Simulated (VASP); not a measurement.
Crystal: TePb.

```
Te Pb
1.0
     0.00000    3.27090    3.27090
     3.27090    0.00000    3.27090
     3.27090    3.27090    0.00000
Te Pb
1 1
Direct
  0.00000 0.00000 0.00000
  0.50000 0.50000 0.50000
```

Program: VASP 6.6.1. Alike in all runs: task single point; potentials or basis VASP PAW PBE potentials, release 64 (Te, Pb_d); cell as given; smearing gaussian 0.1 eV.

Task: Order these runs on this cell by their pressure, lowest first.
A. level PBE; spin off; k mesh 1 × 1 × 1; cutoff (eV) 500
B. level PBE; spin off; k mesh 4 × 4 × 4; cutoff (eV) 500
C. level PBEsol; spin collinear, zero start; k mesh 4 × 4 × 4; cutoff (eV) 520

Result: C (-1.9 GPa), B (0.4 GPa), A (22.0 GPa).

Caveats: some runs use coarse meshes; the PAW data sets were made with another functional, which shifts forces and pressure a little (some runs).
